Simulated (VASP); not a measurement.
# SrTiO3 (Pm-3m) in VASP: single point with r2SCAN+rVV10

Aim: the single point of SrTiO3 with r2SCAN+rVV10.

Everything below comes from runs of VASP 6.6.1. Logs are shortened: lines on timing, memory, paths and dates and some standing lists are left out, and cuts for length are marked.

## 1. The cell of the first run

It takes space group Pm-3m (No. 221, cubic). The conventional cell has a = 3.897 Å, b = 3.897 Å, c = 3.897 Å, α = 90.00°, β = 90.00°, γ = 90.00°. Sr (site symmetry m-3m) has 12 O at 2.76 Å and 8 Ti at 3.37 Å within 3.6 Å. Ti (site symmetry m-3m) has 6 O at 1.95 Å within 2.6 Å. Within 2.6 Å of O (site symmetry 4/mmm) lie 2 Ti at 1.95 Å.

## 2. Single point, r2SCAN+rVV10

Contents of POSCAR:

```
SrTiO3
1.0
    3.8969886762      0.0000000000      0.0000000000
    0.0000000000      3.8969886762      0.0000000000
    0.0000000000      0.0000000000      3.8969886762
Sr Ti O
1 1 3
Direct
    0.0000000000      0.0000000000      0.0000000000
    0.5000000000      0.5000000000      0.5000000000
    0.5000000000      0.5000000000      0.0000000000
    0.5000000000      0.0000000000      0.5000000000
    0.0000000000      0.5000000000      0.5000000000
```

Contents of INCAR.step1:

```
PREC = Accurate ; ENCUT = 910
ISMEAR = -1 ; SIGMA = 0.03
LREAL = F ; LASPH = T
NELM = 120 ; NBANDS = 28
GGA = PE ; ALGO = Normal
EDIFF = 1E-5 ; LWAVE = T
LCHARG = F ; GGA_COMPAT = F
```

Contents of INCAR.step2:

```
PREC = Accurate ; ENCUT = 910
EDIFF = 1E-6 ; ISMEAR = -1
SIGMA = 0.03 ; LREAL = F
LASPH = T ; NELM = 120
ALGO = Normal ; ISIF = 2
LWAVE = F ; LCHARG = F
METAGGA = R2SCAN ; LMIXTAU = T
LUSE_VDW = T ; IVDW_NL = 2
BPARAM = 11.95 ; CPARAM = 0.0093
NBANDS = 28 ; ISTART = 1
GGA_COMPAT = F
```

Contents of KPOINTS:

```
Automatic mesh
0
Gamma
  6 6 6
```

Potentials or basis: VASP PAW PBE potentials, release 64 (Sr_sv, Ti_sv, O_h).

Started as:

```console
$ cat potpaw_PBE.64/Sr_sv/POTCAR potpaw_PBE.64/Ti_sv/POTCAR potpaw_PBE.64/O_h/POTCAR > POTCAR
$ cp INCAR.step1 INCAR
$ mpirun -np 1 vasp_std > vasp.out
$ cp INCAR.step2 INCAR
$ mpirun -np 1 vasp_std > vasp.out
```

OUTCAR:

```text
PREC = Accurate
   ENCUT = 910
   EDIFF = 1E-6
   ISMEAR = -1
   LREAL = F
   LASPH = T
   NELM = 120
   ISIF = 2
   METAGGA = R2SCAN
   IVDW_NL = 2
   BPARAM = 11.95
   ISTART = 1

 ion  position               nearest neighbor table
   1  0.000  0.000  0.000-   3 2.76   4 2.76   5 2.76   4 2.76   5 2.76   3 2.76   5 2.76   5 2.76
                             3 2.76   4 2.76   4 2.76   3 2.76   2 3.37   2 3.37   2 3.37   2 3.37
   2  0.500  0.500  0.500-   3 1.95   4 1.95   5 1.95   3 1.95   4 1.95   5 1.95   1 3.37   1 3.37
                             1 3.37   1 3.37   1 3.37   1 3.37   1 3.37   1 3.37
   3  0.500  0.500  0.000-   2 1.95   2 1.95   1 2.76   1 2.76   1 2.76   1 2.76
   4  0.500  0.000  0.500-   2 1.95   2 1.95   1 2.76   1 2.76   1 2.76   1 2.76
   5  0.000  0.500  0.500-   2 1.95   2 1.95   1 2.76   1 2.76   1 2.76   1 2.76

  LATTYP: Found a simple cubic cell.
 ALAT       =     3.8969886762

  Lattice vectors:

 A1 = (   3.8969886762,   0.0000000000,   0.0000000000)
 A2 = (   0.0000000000,   3.8969886762,   0.0000000000)
 A3 = (   0.0000000000,   0.0000000000,   3.8969886762)

Analysis of symmetry for initial positions (statically):
=====================================================================
 Subroutine PRICEL returns:
 Original cell was already a primitive cell.

 Routine SETGRP: Setting up the symmetry group for a
 simple cubic supercell.

 Subroutine GETGRP returns: Found 48 space group operations
 (whereof 48 operations were pure point group operations)
 out of a pool of 48 trial point group operations.

The static configuration has the point symmetry O_h .

Analysis of symmetry for dynamics (positions and initial velocities):
=====================================================================
 Subroutine PRICEL returns:
 Original cell was already a primitive cell.

 Routine SETGRP: Setting up the symmetry group for a
 simple cubic supercell.

 Subroutine GETGRP returns: Found 48 space group operations
 (whereof 48 operations were pure point group operations)
 out of a pool of 48 trial point group operations.

The dynamic configuration has the point symmetry O_h .

 Subroutine INISYM returns: Found 48 space group operations
 (whereof 48 operations are pure point group operations),
 and found     1 'primitive' translations

----------------------------------------------------------------------------------------

                                     Primitive cell

  volume of cell :      59.1817

  direct lattice vectors                    reciprocal lattice vectors
     3.896988676  0.000000000  0.000000000     0.256608393  0.000000000  0.000000000
     0.000000000  3.896988676  0.000000000     0.000000000  0.256608393  0.000000000
     0.000000000  0.000000000  3.896988676     0.000000000  0.000000000  0.256608393

  length of vectors
     3.896988676  3.896988676  3.896988676     0.256608393  0.256608393  0.256608393

  position of ions in fractional coordinates (direct lattice)
     0.000000000  0.000000000  0.000000000
     0.500000000  0.500000000  0.500000000
     0.500000000  0.500000000  0.000000000
     0.500000000  0.000000000  0.500000000
     0.000000000  0.500000000  0.500000000

  ion indices of the primitive-cell ions
   primitive index   ion index
                 1           1
                 2           2
                 3           3
                 4           4
                 5           5

----------------------------------------------------------------------------------------

 KPOINTS: Automatic mesh

Automatic generation of k-mesh.
 Grid dimensions read from file:
 generate k-points for:    6    6    6

 Generating k-lattice:

  Cartesian coordinates                     Fractional coordinates (reciprocal lattice)
     0.042768065  0.000000000  0.000000000     0.166666667  0.000000000  0.000000000
     0.000000000  0.042768065  0.000000000     0.000000000  0.166666667  0.000000000
     0.000000000  0.000000000  0.042768065     0.000000000  0.000000000  0.166666667

  Length of vectors
     0.042768065  0.042768065  0.042768065

  Shift w.r.t. Gamma in fractional coordinates (k-lattice)
     0.000000000  0.000000000  0.000000000

 Subroutine IBZKPT returns following result:
 ===========================================

 Found     20 irreducible k-points:

 Following reciprocal coordinates:
            Coordinates               Weight
  0.000000  0.000000  0.000000      1.000000
  0.166667  0.000000  0.000000      6.000000
  0.333333  0.000000  0.000000      6.000000
  0.500000  0.000000  0.000000      3.000000
  0.166667  0.166667  0.000000     12.000000
  0.333333  0.166667  0.000000     24.000000
[... 12 lines left out ...]
  0.500000  0.500000  0.333333      6.000000
  0.500000  0.500000  0.500000      1.000000
   k-points           NKPTS =     20   k-points in BZ     NKDIM =     20   number of bands    NBANDS=     28
   number of dos      NEDOS =    301   number of ions     NIONS =      5
   total plane-waves  NPLWV =  64000
   dimension x,y,z NGX =    40 NGY =   40 NGZ =   40
   dimension x,y,z NGXF=    80 NGYF=   80 NGZF=   80
   ions per type =               1   1   3
   NGX,Y,Z   is equivalent  to a cutoff of  17.06, 17.06, 17.06 a.u.
   NGXF,Y,Z  is equivalent  to a cutoff of  34.13, 34.13, 34.13 a.u.
 SYSTEM =  unknown system
   PREC   = accura    normal or accurate (medium, high low for compatibility)
   ISTART =      1    job   : 0-new  1-cont  2-samecut
   ICHARG =      0    charge: 1-file 2-atom 10-const
   ISPIN  =      1    spin polarized calculation?
   LNONCOLLINEAR =      F non collinear calculations
   LSORBIT =      F    spin-orbit coupling
   LASPH  =      T    aspherical Exc in radial PAW
   ENCUT  =  910.0 eV  66.88 Ry    8.18 a.u.   9.59  9.59  9.59*2*pi/ulx,y,z
   NELM   =    120;   NELMIN=  2; NELMDL=  0     # of ELM steps
   EDIFF  = 0.1E-05   stopping-criterion for ELM
   LREAL  =      F    real-space projection
   EDIFFG = 0.1E-04   stopping-criterion for IOM
   NSW    =      0    number of steps for IOM
   IBRION =     -1    ionic relax: 0-MD 1-quasi-New 2-CG
   NFREE  =      0    steps in history (QN), initial steepest desc. (CG)
   ISIF   =      2    stress and relaxation
   ISYM   =      2    0-nonsym 1-usesym 2-fastsym
   POTIM  = 0.5000    time-step for ionic-motion
   TEBEG  =    0.0;   TEEND  =   0.0 temperature during run
   PSTRESS=    0.0 pullay stress
   NELECT =      40.0000    total number of electrons
   NUPDOWN=      -1.0000    fix difference up-down
   EMIN   =  10.00;   EMAX   =-10.00  energy-range for DOS
   EFERMI =   0.00;   METHOD = LEGACY
   ISMEAR =    -1;   SIGMA  =   0.03  broadening in eV -4-tet -1-fermi 0-gaus
   EFERMI_NEDOS =   21; number of points for ismear=-14 and -15
   IALGO  =     38    algorithm
   IMIX   =      4    mixing-type and parameters
     AMIX     =   0.40;   BMIX     =  1.00
     AMIX_MAG =   1.60;   BMIX_MAG =  1.00
  volume/ion in A,a.u.               =      11.84        79.88
  Fermi-wavevector in a.u.,A,eV,Ry     =   1.436699  2.714967 28.083826  2.064103
  Thomas-Fermi vector in A             =   2.555858
   LORBIT       =      0    0 simple, 1 ext, 2 COOP (PROOUT), +10 PAW based schemes
   METAGGA = R2SCAN    functional components
   LHFCALC =     F    Hartree Fock is set to
   AEXX    =    0.0000 exact exchange contribution
   IVDW_NL    =     2    kernel type
   BPARAM     =11.9500
   IVDW    =     0    specifies the selected vdW correction
   LEPSILON=     F    determine dielectric tensor
   LRPA    =     F    only Hartree local field effects (RPA)
 non-spin polarized calculation
  energy-cutoff  :      910.00
  volume of cell :       59.18
 maximum number of plane-waves:      3743
 NGX is ok and might be reduce to    40
   NGX = 19   NGY = 19   NGZ = 19

 number of electron      40.0000008 magnetization

 Free energy of the ion-electron system (eV)
  ---------------------------------------------------
  ext. energy  EPLUGINS =         0.00000000
  ---------------------------------------------------
  free energy    TOTEN  =       -62.39511222 eV

  energy without entropy =      -62.39511222  energy(sigma->0) =      -62.39511222

 E-fermi :   4.8914     XC(G=0): -12.0284

 val. band max:        4.2685827884   @ k =   0.5000   0.5000   0.5000
 cond. band min:       6.5623038354   @ k =   0.0000   0.0000   0.0000
 fundamental gap:      2.2937210470
 Fermi energy:         4.8913872283

 k-point     1 :       0.0000    0.0000    0.0000
  band No.  band energies     occupation
      1     -54.3544      2.00000
      2     -29.5591      2.00000
      3     -29.5591      2.00000
      4     -29.5591      2.00000
      5     -29.5392      2.00000
      6     -14.1715      2.00000
[... 20 lines left out ...]
     27      10.2070      0.00000
     28      11.3407      0.00000

 k-point     2 :       0.1667    0.0000    0.0000
  band No.  band energies     occupation
      1     -54.3539      2.00000
      2     -29.6197      2.00000
      3     -29.5583      2.00000
      4     -29.5583      2.00000
      5     -29.4929      2.00000
      6     -14.1732      2.00000
[... 20 lines left out ...]
     27      10.6880      0.00000
     28      11.9901      0.00000

 k-point     3 :       0.3333    0.0000    0.0000
  band No.  band energies     occupation
      1     -54.3531      2.00000
      2     -29.6837      2.00000
      3     -29.5568      2.00000
      4     -29.5568      2.00000
      5     -29.4572      2.00000
      6     -14.2655      2.00000
[... 20 lines left out ...]
     27      11.7345      0.00000
     28      13.0748      0.00000

 k-point     4 :       0.5000    0.0000    0.0000
  band No.  band energies     occupation
      1     -54.3527      2.00000
      2     -29.7105      2.00000
      3     -29.5560      2.00000
      4     -29.5560      2.00000
      5     -29.4443      2.00000
      6     -14.3347      2.00000
[... 20 lines left out ...]
     27      12.3613      0.00000
     28      12.9871      0.00000

 k-point     5 :       0.1667    0.1667    0.0000
  band No.  band energies     occupation
      1     -54.3535      2.00000
      2     -29.6297      2.00000
      3     -29.5791      2.00000
      4     -29.5576      2.00000
      5     -29.4762      2.00000
      6     -14.1292      2.00000
[... 20 lines left out ...]
     27      11.1295      0.00000
     28      12.3828      0.00000

 k-point     6 :       0.3333    0.1667    0.0000
  band No.  band energies     occupation
      1     -54.3527      2.00000
      2     -29.6723      2.00000
      3     -29.5810      2.00000
      4     -29.5560      2.00000
      5     -29.4595      2.00000
      6     -14.1399      2.00000
[... 339 lines left out ...]
      5     -29.4763      2.00000
      6     -13.4592      2.00000
[... 20 lines left out ...]
     27      12.8406      0.00000
     28      12.8406      0.00000

 k-point    18 :       0.5000    0.3333    0.3333
  band No.  band energies     occupation
      1     -54.3501      2.00000
      2     -29.6422      2.00000
      3     -29.6158      2.00000
      4     -29.6153      2.00000
      5     -29.4798      2.00000
      6     -13.3058      2.00000
[... 20 lines left out ...]
     27      12.7685      0.00000
     28      12.9545      0.00000

 k-point    19 :       0.5000    0.5000    0.3333
  band No.  band energies     occupation
      1     -54.3497      2.00000
      2     -29.6359      2.00000
      3     -29.6359      2.00000
      4     -29.6147      2.00000
      5     -29.4806      2.00000
      6     -13.0218      2.00000
[... 20 lines left out ...]
     27      12.6626      0.00000
     28      13.1993      0.00000

 k-point    20 :       0.5000    0.5000    0.5000
  band No.  band energies     occupation
      1     -54.3493      2.00000
      2     -29.6349      2.00000
      3     -29.6349      2.00000
      4     -29.6349      2.00000
      5     -29.4759      2.00000
      6     -12.8300      2.00000
[... 20 lines left out ...]
     27      13.1995      0.00000
     28      13.1995      0.00000

------------------------ aborting loop because EDIFF is reached ----------------------------------------

  FORCE on cell =-STRESS in cart. coord.  units (eV):
  Direction    XX          YY          ZZ          XY          YZ          ZX
  --------------------------------------------------------------------------------------
  -------------------------------------------------------------------------------------
  Total        0.3529561      0.3529561      0.3529561     -0.0000000      0.0000000     -0.0000000
  in kB        9.5552890      9.5552890      9.5552890     -0.0000000      0.0000000     -0.0000000
  external PRESSURE =       9.5552890 kB  Pullay stress =       0.0000000 kB

 VOLUME and BASIS-vectors are now :
 -----------------------------------------------------------------------------
  energy-cutoff  :      910.00
  volume of cell :       59.18
      direct lattice vectors                 reciprocal lattice vectors
     3.896988676  0.000000000  0.000000000     0.256608393  0.000000000  0.000000000
     0.000000000  3.896988676  0.000000000     0.000000000  0.256608393  0.000000000
     0.000000000  0.000000000  3.896988676     0.000000000  0.000000000  0.256608393

 POSITION                                       TOTAL-FORCE (eV/Angst)
 -----------------------------------------------------------------------------------
      0.00000      0.00000      0.00000         0.000000      0.000000      0.000000
      1.94849      1.94849      1.94849         0.000000      0.000000      0.000000
      1.94849      1.94849      0.00000         0.000000      0.000000      0.000000
      1.94849      0.00000      1.94849         0.000000      0.000000      0.000000
      0.00000      1.94849      1.94849         0.000000      0.000000      0.000000
 -----------------------------------------------------------------------------------
    total drift:                                0.000000      0.000000     -0.000000

  FREE ENERGIE OF THE ION-ELECTRON SYSTEM (eV)
  ---------------------------------------------------
  free  energy   TOTEN  =       -62.3951122197 eV

  energy  without entropy=      -62.3951122196  energy(sigma->0) =      -62.39511222
```

It took 9.4 min on 1 thread of Intel Xeon Platinum 8259CL at 2.50GHz (Skylake/Cascade Lake), shared host; peak memory 0.54 GiB.

Results:

* Free energy: -62.3951 eV
* Pressure: 1.0 GPa
* Band gap on the k mesh: 2.29 eV (least direct gap 2.67 eV)

Levels at points of the mesh, in eV from the valence-band top:
```
           k point  band 18  band 19  band 20  band 21  band 22  band 23
(0.00, 0.00, 0.00)    -0.37    -0.37    -0.37     2.29     2.29     2.29
(0.50, 0.00, 0.00)    -2.04    -0.76    -0.76     2.46     4.22     4.22
(0.50, 0.50, 0.00)    -1.62    -1.62    -0.09     4.23     4.23     4.72
(0.50, 0.50, 0.50)     0.00     0.00     0.00     4.94     4.94     4.94
```

Caveat: the cutoff is under 1.25 times the usual one of these potentials, so pressure, stress and relaxed cells hold a basis-set (Pulay) error; the PAW data sets were made with another functional, which shifts forces and pressure a little.
